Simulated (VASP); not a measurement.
# LiF in VASP: settings compared

Aim: see how the results for LiF move with the level of theory and the settings. Levels: PBE, r2SCAN. Tasks: single point.

All numbers are computed with VASP 6.6.1; they aren't measurements. Logs are shortened: lines on timing, memory, paths and dates and some standing lists are left out, and cuts for length are marked.

## Step 1: The cell of the first run

The structure is cubic, space group Fm-3m (No. 225). The conventional cell has a = 4.228 Å, b = 4.228 Å, c = 4.228 Å, α = 90.00°, β = 90.00°, γ = 90.00°. Within 2.8 Å of Li (site symmetry m-3m) lie 6 F at 2.11 Å. F (site symmetry m-3m) has 6 Li at 2.11 Å within 2.8 Å.

## Step 2: Single point, PBE (strain +6.0%)

The input, INCAR:

```
SYSTEM = LiF
PREC     = Accurate       ! precision mode
ENCUT    = 520            ! plane-wave cutoff, eV
EDIFF    = 1E-6           ! SCF threshold, eV
ISMEAR   = -1             ! smearing method
SIGMA    = 0.02           ! smearing width, eV
LREAL    = .FALSE.        ! projectors in reciprocal space
LASPH    = .TRUE.         ! aspherical terms in the spheres
NELM     = 80             ! most SCF steps
ALGO     = Normal         ! electronic algorithm
ISIF     = 2              ! what is computed and relaxed
LWAVE    = .FALSE.        ! write WAVECAR
LCHARG   = .FALSE.        ! write CHGCAR
GGA      = PE             ! functional
NBANDS   = 12             ! bands
```

The input, KPOINTS:

```
regular mesh
0
G
  10 10 10
  0 0 0
```

The input, POSCAR:

```
LiF
1.0
    0.0000000000      2.1141650707      2.1141650707
    2.1141650707      0.0000000000      2.1141650707
    2.1141650707      2.1141650707      0.0000000000
Li F
1 1
Direct
    0.0000000000      0.0000000000      0.0000000000
    0.5000000000      0.5000000000      0.5000000000
```

Potentials or basis: VASP PAW PBE potentials, release 64 (Li_sv, F).

Launch:

```sh
> cat potpaw_PBE.64/Li_sv/POTCAR potpaw_PBE.64/F/POTCAR > POTCAR
> mpirun -np 1 vasp_std > vasp.out
```

OUTCAR:

```text
SYSTEM = LiF
   PREC = Accurate
   ENCUT = 520
   EDIFF = 1E-6
   ISMEAR = -1
   LREAL = .FALSE.
   LASPH = .TRUE.
   NELM = 80
   ISIF = 2
   GGA = PE

 ion  position               nearest neighbor table
   1  0.000  0.000  0.000-   2 2.11   2 2.11   2 2.11   2 2.11   2 2.11   2 2.11
   2  0.500  0.500  0.500-   1 2.11   1 2.11   1 2.11   1 2.11   1 2.11   1 2.11

  LATTYP: Found a face centered cubic cell.
 ALAT       =     4.2283301414

  Lattice vectors:

 A1 = (   0.0000000000,   2.1141650707,   2.1141650707)
 A2 = (   2.1141650707,   0.0000000000,   2.1141650707)
 A3 = (   2.1141650707,   2.1141650707,   0.0000000000)

Analysis of symmetry for initial positions (statically):
=====================================================================
 Subroutine PRICEL returns:
 Original cell was already a primitive cell.

 Routine SETGRP: Setting up the symmetry group for a
 face centered cubic supercell.

 Subroutine GETGRP returns: Found 48 space group operations
 (whereof 48 operations were pure point group operations)
 out of a pool of 48 trial point group operations.

The static configuration has the point symmetry O_h .

Analysis of symmetry for dynamics (positions and initial velocities):
=====================================================================
 Subroutine PRICEL returns:
 Original cell was already a primitive cell.

 Routine SETGRP: Setting up the symmetry group for a
 face centered cubic supercell.

 Subroutine GETGRP returns: Found 48 space group operations
 (whereof 48 operations were pure point group operations)
 out of a pool of 48 trial point group operations.

The dynamic configuration has the point symmetry O_h .

 Subroutine INISYM returns: Found 48 space group operations
 (whereof 48 operations are pure point group operations),
 and found     1 'primitive' translations

----------------------------------------------------------------------------------------

                                     Primitive cell

  volume of cell :      18.8993

  direct lattice vectors                    reciprocal lattice vectors
     0.000000000  2.114165071  2.114165071    -0.236499981  0.236499981  0.236499981
     2.114165071  0.000000000  2.114165071     0.236499981 -0.236499981  0.236499981
     2.114165071  2.114165071  0.000000000     0.236499981  0.236499981 -0.236499981

  length of vectors
     2.989880916  2.989880916  2.989880916     0.409629984  0.409629984  0.409629984

  position of ions in fractional coordinates (direct lattice)
[... 82 lines left out ...]
   NSW    =      0    number of steps for IOM
   IBRION =     -1    ionic relax: 0-MD 1-quasi-New 2-CG
   NFREE  =      0    steps in history (QN), initial steepest desc. (CG)
   ISIF   =      2    stress and relaxation
   ISYM   =      2    0-nonsym 1-usesym 2-fastsym
   POTIM  = 0.5000    time-step for ionic-motion
   TEBEG  =    0.0;   TEEND  =   0.0 temperature during run
   PSTRESS=    0.0 pullay stress
   NELECT =      10.0000    total number of electrons
   NUPDOWN=      -1.0000    fix difference up-down
   EMIN   =  10.00;   EMAX   =-10.00  energy-range for DOS
   EFERMI =   0.00;   METHOD = LEGACY
   ISMEAR =    -1;   SIGMA  =   0.02  broadening in eV -4-tet -1-fermi 0-gaus
   EFERMI_NEDOS =   21; number of points for ismear=-14 and -15
   IALGO  =     38    algorithm
   IMIX   =      4    mixing-type and parameters
     AMIX     =   0.40;   BMIX     =  1.00
     AMIX_MAG =   1.60;   BMIX_MAG =  1.00
  volume/ion in A,a.u.               =       9.45        63.77
  Fermi-wavevector in a.u.,A,eV,Ry     =   1.324116  2.502216 23.854856  1.753282
  Thomas-Fermi vector in A             =   2.453674
   LORBIT       =      0    0 simple, 1 ext, 2 COOP (PROOUT), +10 PAW based schemes
   GGA     = PE    functional components
   LHFCALC =     F    Hartree Fock is set to
   AEXX    =    0.0000 exact exchange contribution
   IVDW    =     0    specifies the selected vdW correction
   LEPSILON=     F    determine dielectric tensor
   LRPA    =     F    only Hartree local field effects (RPA)
 non-spin polarized calculation
  energy-cutoff  :      520.00
  volume of cell :       18.90
 maximum number of plane-waves:       531
 NGX is ok and might be reduce to    24
   NGX = 11   NGY = 11   NGZ = 11

 number of electron      10.0000004 magnetization

 Free energy of the ion-electron system (eV)
  ---------------------------------------------------
  ext. energy  EPLUGINS =         0.00000000
  ---------------------------------------------------
  free energy    TOTEN  =        -9.59742266 eV

  energy without entropy =       -9.59742266  energy(sigma->0) =       -9.59742266

 E-fermi :  -1.2791     XC(G=0):  -9.2938

 val. band max:       -1.8156447829   @ k =   0.0000   0.0000   0.0000
 cond. band min:       6.0894423462   @ k =   0.0000   0.0000   0.0000
 fundamental gap:      7.9050871291
 Fermi energy:        -1.2791403405

 k-point     1 :       0.0000    0.0000    0.0000
  band No.  band energies     occupation
      1     -43.1177      2.00000
      2     -21.4263      2.00000
      3      -1.8156      2.00000
      4      -1.8156      2.00000
      5      -1.8156      2.00000
      6       6.0894      0.00000
      7      20.2784      0.00000
      8      20.2785      0.00000
      9      20.2785      0.00000
     10      21.0899      0.00000
     11      21.0899      0.00000
     12      21.0899      0.00000
[... 331 lines left out ...]
 k-point    24 :       0.4000    0.3000    0.0000
  band No.  band energies     occupation
      1     -43.0858      2.00000
      2     -21.0379      2.00000
      3      -3.7206      2.00000
      4      -2.5171      2.00000
      5      -2.4267      2.00000
      6       9.9740      0.00000
      7      14.0564      0.00000
      8      15.2237      0.00000
      9      16.7847      0.00000
     10      17.8545      0.00000
     11      28.9167      0.00000
     12      30.5836      0.00000

 [... further k-points ...]
[... 5 lines left out ...]
  --------------------------------------------------------------------------------------
  -------------------------------------------------------------------------------------
  Total       -0.7766048     -0.7766048     -0.7766048      0.0000000      0.0000000      0.0000000
  in kB      -65.8360841    -65.8360841    -65.8360841      0.0000000      0.0000000      0.0000000
  external PRESSURE =     -65.8360841 kB  Pullay stress =       0.0000000 kB

 VOLUME and BASIS-vectors are now :
 -----------------------------------------------------------------------------
  energy-cutoff  :      520.00
  volume of cell :       18.90
      direct lattice vectors                 reciprocal lattice vectors
     0.000000000  2.114165071  2.114165071    -0.236499981  0.236499981  0.236499981
     2.114165071  0.000000000  2.114165071     0.236499981 -0.236499981  0.236499981
     2.114165071  2.114165071  0.000000000     0.236499981  0.236499981 -0.236499981

 POSITION                                       TOTAL-FORCE (eV/Angst)
 -----------------------------------------------------------------------------------
      0.00000      0.00000      0.00000         0.000000     -0.000000     -0.000000
      2.11417      2.11417      2.11417        -0.000000      0.000000      0.000000
 -----------------------------------------------------------------------------------
    total drift:                               -0.000000     -0.000000      0.000000

  FREE ENERGIE OF THE ION-ELECTRON SYSTEM (eV)
  ---------------------------------------------------
  free  energy   TOTEN  =        -9.5974226643 eV

  energy  without entropy=       -9.5974226643  energy(sigma->0) =       -9.59742266
```

Run time: 6.5 s. Hardware: 1 thread of Intel Xeon Platinum 8375C at 2.90GHz (Ice Lake), shared host; peak memory 0.13 GiB.

Results:

```yaml
Free_energy: -9.5974 eV
Band_gap_on_the_k_mesh: 7.91 eV, direct
```

Caveat: the cell differs from its parent crystal (strain +6.0%); the cutoff is under 1.25 times the usual one of these potentials, so pressure, stress and relaxed cells hold a basis-set (Pulay) error. A k mesh can miss the band edges.

## Step 3: Single point, r2SCAN (strain +6.0%)

POSCAR is that of step 2.

The input, INCAR.step1:

```
ALGO = Normal
EDIFF = 1E-4
ENCUT = 520
GGA = PE
ISMEAR = 0
LASPH = T
LCHARG = F
LREAL = F
LWAVE = T
NBANDS = 12
NELM = 60
PREC = Accurate
SIGMA = 0.01
```

The input, INCAR.step2:

```
ALGO = Normal
EDIFF = 1E-6
ENCUT = 520
ISIF = 2
ISMEAR = 0
ISTART = 1
LASPH = T
LCHARG = T
LELF = T
LMIXTAU = T
LREAL = F
LVHAR = T
LWAVE = F
METAGGA = R2SCAN
NBANDS = 12
NELM = 60
PREC = Accurate
SIGMA = 0.01
```

The input, KPOINTS:

```
k-points
0
Gamma
  10 10 10
```

Potentials or basis: VASP PAW PBE potentials, release 64 (Li_sv, F).

Launch:

```sh
> cat potpaw_PBE.64/Li_sv/POTCAR potpaw_PBE.64/F/POTCAR > POTCAR
> cp INCAR.step1 INCAR
> mpirun -np 1 vasp_std > vasp.out
> cp INCAR.step2 INCAR
> mpirun -np 1 vasp_std > vasp.out
```

Run time: 27 s. Hardware: 1 thread of Intel Xeon Platinum 8375C at 2.90GHz (Ice Lake), shared host; peak memory 0.14 GiB.

It converged, with:

```
Free energy            : -11.7914 eV
Band gap on the k mesh : 8.96 eV, direct
```

Levels at points of the mesh, in eV from the valence-band top:
```tsv
k point	band 3	band 4	band 5	band 6	band 7	band 8
(0.00, 0.00, 0.00)	0.00	0.00	0.00	8.96	24.00	24.00
(0.50, 0.00, 0.00)	-2.09	-0.19	-0.19	11.04	16.37	19.20
(0.50, 0.50, 0.00)	-2.43	-0.81	-0.81	14.66	16.70	17.24
```

Caveat: the cell differs from its parent crystal (strain +6.0%); the cutoff is under 1.25 times the usual one of these potentials, so pressure, stress and relaxed cells hold a basis-set (Pulay) error; the PAW data sets were made with another functional, which shifts forces and pressure a little. A k mesh can miss the band edges.

(Continued in part 2 of 2.)
